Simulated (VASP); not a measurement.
Input of a VASP 6.6.1 run:

File INCAR:

```
PREC = Accurate ; ENCUT = 520
EDIFF = 1E-6 ; ISMEAR = -1
SIGMA = 0.02 ; LREAL = Auto
LASPH = T ; NELM = 60
ALGO = Normal ; ISIF = 2
LWAVE = F ; LCHARG = T
GGA = PE ; LELF = T
LVHAR = T ; NBANDS = 74
```

File KPOINTS:

```
Automatic mesh
0
Gamma
  2 2 1
```

Contents of POSCAR:

```
Si10H5Cl
1.0
    7.6791800000      0.0000000000      0.0000000000
    0.0000000000      7.6791800000      0.0000000000
    0.0000000000      0.0000000000     18.2543620000
H Si Cl
10 20 2
Direct
    0.4093920184      0.0000000000      0.0547814270
    0.0906079816      0.0000000000      0.0547814270
    0.9093920184      0.0000000000      0.0547814270
    0.5906079816      0.0000000000      0.0547814270
    0.4093920184      0.5000000000      0.0547814270
    0.0906079816      0.5000000000      0.0547814270
    0.9093920184      0.5000000000      0.0547814270
    0.5906079816      0.5000000000      0.0547814270
    0.2500005209      0.4586367294      0.4712448455
    0.7499994791      0.5038618707      0.4696650587
    0.2500000000      0.0000000000      0.1021947521
    0.7500000000      0.0000000000      0.1021947521
    0.2500000000      0.5000000000      0.1021947521
    0.7500000000      0.5000000000      0.1021947521
    0.2500006511      0.2499046773      0.1740906091
    0.7500010418      0.2493464146      0.1735106930
    0.2499997396      0.7512884188      0.1792493213
    0.7499997396      0.7497383835      0.1784966793
   -0.0004516107      0.2521295242      0.2469557139
    0.5004533036      0.2521306962      0.2469550566
   -0.0014109579      0.7532184426      0.2556708364
    0.5014103068      0.7532189635      0.2556706172
   -0.0191072484      0.0100328420      0.3283859496
    0.5191067275      0.0100344047      0.3283846896
   -0.0025717590      0.4936696366      0.3262720439
    0.5025708474      0.4936702877      0.3262717152
    0.2500001302      0.1077930196      0.3689529111
    0.7499990884      0.1101060269      0.4127060699
    0.2499997396      0.4157963480      0.3912990769
    0.7499990884      0.4202154397      0.3954511256
    0.5473170312      1.0806389484      0.4994791382
    0.9526795830      1.0806493662      0.4994799051
```

Potentials or basis: VASP PAW PBE potentials, release 64 (H, Si, Cl).

The run is started by

```bash
$ cat potpaw_PBE.64/H/POTCAR potpaw_PBE.64/Si/POTCAR potpaw_PBE.64/Cl/POTCAR > POTCAR
$ mpirun -np 1 vasp_std > vasp.out
```

Q: Estimate the largest force.

A: 0.630 eV/Å.

Q: Estimate the band gap on the k mesh.

A: 0.44 eV (least direct gap 0.53 eV).

Forces in eV/Å, atoms in the order of the input:
```
H   -0.628 -0.052  0.007
H    0.628 -0.052  0.007
H   -0.627 -0.056  0.002
H    0.627 -0.056  0.002
H   -0.616  0.071  0.003
H    0.617  0.071  0.003
H   -0.616  0.049 -0.004
H    0.616  0.049 -0.004
H    0.000 -0.002 -0.007
H    0.000 -0.001 -0.006
Si   0.000 -0.205  0.007
Si   0.000 -0.278 -0.070
Si   0.000  0.249  0.089
Si   0.000  0.222 -0.025
Si   0.000 -0.005  0.006
Si   0.000 -0.002  0.000
Si   0.000 -0.003  0.001
Si   0.000  0.002 -0.002
Si  -0.002 -0.001 -0.003
Si   0.002  0.000 -0.003
Si  -0.004  0.001 -0.002
Si   0.004  0.001 -0.002
Si   0.007 -0.005 -0.007
Si  -0.007 -0.004 -0.007
Si   0.002 -0.004  0.000
Si  -0.002 -0.004  0.000
Si   0.000  0.003 -0.006
Si   0.000  0.004  0.030
Si   0.000  0.003  0.004
Si   0.000  0.008  0.009
Cl   0.014  0.001 -0.012
Cl  -0.014  0.001 -0.012
```
